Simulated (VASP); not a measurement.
Write the native input for VASP 6.6.1 that does the following.

| Quantity | Value |
| --- | --- |
| Task | single point |
| Functional | PBE |
| Potentials or basis | VASP PAW PBE potentials, release 64 (Cu) |
| Cutoff | 520 eV |
| k mesh | 22 × 22 × 22 |
| Occupations | gaussian, width 0.15 eV |
| Spin | no spin polarisation |
| Dipole correction | no |
| Further INCAR settings | ALGO = Normal; EDIFF = 1e-07; NBANDS = 12 |

The structure of Cu lies in POSCAR:

```
Cu
1.0
   -1.4732621059      1.4732621059      1.3589500000
    1.4732621059     -1.4732621059      1.3589500000
    1.4732621059      1.4732621059     -1.3589500000
Cu
1
Direct
    0.0000000000      0.0000000000      0.0000000000
```

One way to write it, as run:

INCAR

```
ALGO = Normal
EDIFF = 1E-7
ENCUT = 520
GGA = PE
ISIF = 2
ISMEAR = 0
LASPH = T
LCHARG = F
LREAL = F
LWAVE = F
NBANDS = 12
NELM = 80
PREC = Accurate
SIGMA = 0.15
```

KPOINTS

```
k-points
0
Gamma
  22 22 22
```

Potentials or basis: VASP PAW PBE potentials, release 64 (Cu).

The run is started by

```console
$ cat potpaw_PBE.64/Cu/POTCAR > POTCAR
$ mpirun -np 1 vasp_std > vasp.out
```

It gave:

The pressure is 3.2 GPa and the band gap on the k mesh is zero (an odd number of electrons rules out a gap without spin polarisation).

Caveat: the cell stands under pressure.

Wall time 2.7 min on 1 thread of Intel Xeon 8259CL, on a shared host, peak memory 0.22 GiB.
